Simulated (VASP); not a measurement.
Runs of VASP 6.6.1 on Te2Mo. Symmetry: P6_3/mmc, No. 194, hexagonal system. The conventional cell has a = 3.542 Å, b = 3.542 Å, c = 14.177 Å, α = 90.00°, β = 90.00°, γ = 120.00°. Mo (site symmetry -6m2) has 6 Te at 2.72 Å and 6 Mo at 3.54 Å within 3.6 Å. Within 3.6 Å of Te (site symmetry 3m) lie 3 Mo at 2.72 Å and 7 Te at 3.54 to 3.59 Å. 

| level | potentials or basis | k mesh | cutoff (eV) | gap on the mesh (eV) | pressure (GPa) | largest force (eV/Å) |
| --- | --- | --- | --- | --- | --- | --- |
| r2SCAN | VASP PAW PBE potentials, release 64 (Mo_sv, Te) | 6 × 6 × 2 | 550 | 0.99 | 1.3 | - |
| LDA | VASP PAW LDA potentials, release 64 (Mo_sv, Te) | 12 × 12 × 2 | 500 | 0.78 | -3.6 | 0.23 |
| PBEsol | VASP PAW PBE potentials, release 64 (Mo_sv, Te) | 6 × 6 × 2 | 500 | 0.85 | (b) | 0.04 |
| PBE | VASP PAW PBE potentials, release 64 (Mo_sv, Te) | 6 × 6 × 2 | 520 | 0.88 | (a) | 0.22 |
| r2SCAN | VASP PAW PBE potentials, release 64 (Mo_sv, Te) | 6 × 6 × 2 | 520 | 0.99 | 1.3 | - |

Alike in all rows: task single point; no spin polarisation; cell as given; smearing gaussian 0.01 eV.

Question: Estimate the missing entries.

Answer: (a) 1.9; (b) -1.9.

Caveats: spin-orbit coupling is left out, which moves the levels of the heavy elements; the PAW data sets were made with another functional, which shifts forces and pressure a little (at least some runs); this functional lacks dispersion, which binds layers or chains, so the pressure and a relaxed spacing across them are unreliable (at least some runs); the cell stands under tension (at least some runs); semilocal functionals underestimate gaps, and a narrow one can read as zero (at least some runs).

A k mesh can miss the band edges, and the runs leave out spin-orbit coupling on Mo, Te.
